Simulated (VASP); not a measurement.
Write the native input for VASP 6.6.1 that does the following.

```yaml
Task: single point
Functional: PBE
Potentials_or_basis: VASP PAW PBE potentials, release 64 (Sb)
Cutoff: 520 eV
k_mesh: 14 × 14 × 14
Occupations: gaussian, width 0.1 eV
Spin: no spin polarisation
Dipole_correction: no
Further_INCAR_settings: ALGO = Normal; EDIFF = 1e-06; NBANDS = 8
```

The structure of Sb lies in POSCAR:

```
Sb
1.0
    0.0748601264      2.3683970306      2.3699620506
    2.5186152443      0.0300673552      2.4147548219
    2.4512008194      2.3457753769      0.0974817801
Sb
1
Direct
    0.0000000000      0.0000000000      0.0000000000
```

This cell differs from its parent crystal: the cell strained at random.

The input as run:

INCAR

```
SYSTEM = Sb
PREC = Accurate
ENCUT = 520
EDIFF = 1E-6
ISMEAR = 0
SIGMA = 0.1
LREAL = .FALSE.
LASPH = .TRUE.
NELM = 100
ALGO = Normal
ISIF = 2
LWAVE = .FALSE.
LCHARG = .FALSE.
GGA = PE
NBANDS = 8
```

KPOINTS

```
regular mesh
0
G
  14 14 14
  0 0 0
```

Potentials or basis: VASP PAW PBE potentials, release 64 (Sb).

The run is started by

```sh
$ cat potpaw_PBE.64/Sb/POTCAR > POTCAR
$ mpirun -np 1 vasp_std > vasp.out
```

Results of the run:

```yaml
Pressure: 1.4 GPa
```

Caveat: the cell differs from its parent crystal (the cell strained at random).

Run time: 88 s on 1 thread of Intel(R) Xeon(R) 6975P-C (Granite Rapids), on a shared host, peak memory 0.4 GiB.
